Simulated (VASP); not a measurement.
## CdCl: single point with PBE

Crystal: CdCl.

```
Cd Cl
1.0
    -3.48473    3.48473    2.62027
     3.48473   -3.48473    2.62027
     3.48473    3.48473   -2.62027
Cd Cl
2 2
Direct
  0.00000 0.00000 0.00000
  0.75000 0.25000 0.50000
  0.25000 0.75000 0.50000
  0.50000 0.50000 0.00000
```

The cell was generated, and may not be a known phase.

```yaml
Program: VASP 6.6.1
Task: single point
Functional: PBE
Potentials_or_basis: VASP PAW PBE potentials, release 64 (Cd_sv_GW, Cl)
Cutoff: 630 eV
k_mesh: 12 × 12 × 12
Occupations: gaussian, width 0.1 eV
Spin: no spin polarisation
Dipole_correction: no
Further_INCAR_settings: ALGO = Normal; EDIFF = 1e-06; NBANDS = 35
```

- Pressure: -0.1 GPa
- Band gap on the k mesh: zero (bands 27 and 28 overlap by 2.17 eV)

Levels at points of the mesh, in eV from the Fermi level:
```tsv
k point	band 24	band 25	band 26	band 27	band 28	band 29	band 30	band 31
(0.00, 0.00, 0.00)	-3.86	-2.78	-2.77	-2.77	0.35	3.22	3.22	4.80
(0.50, 0.00, 0.00)	-3.13	-2.99	-2.76	0.96	1.09	1.83	3.66	3.95
(0.50, 0.50, 0.00)	-3.78	-3.24	-3.24	-1.06	-1.06	4.11	4.11	4.13
(0.50, 0.50, 0.50)	-4.32	-2.59	-2.59	-1.19	-1.19	2.57	2.57	7.26
```

Wall time 12 min on 1 thread of AMD EPYC 9R45 (Zen 5), with other jobs on the host, peak memory 0.95 GiB.
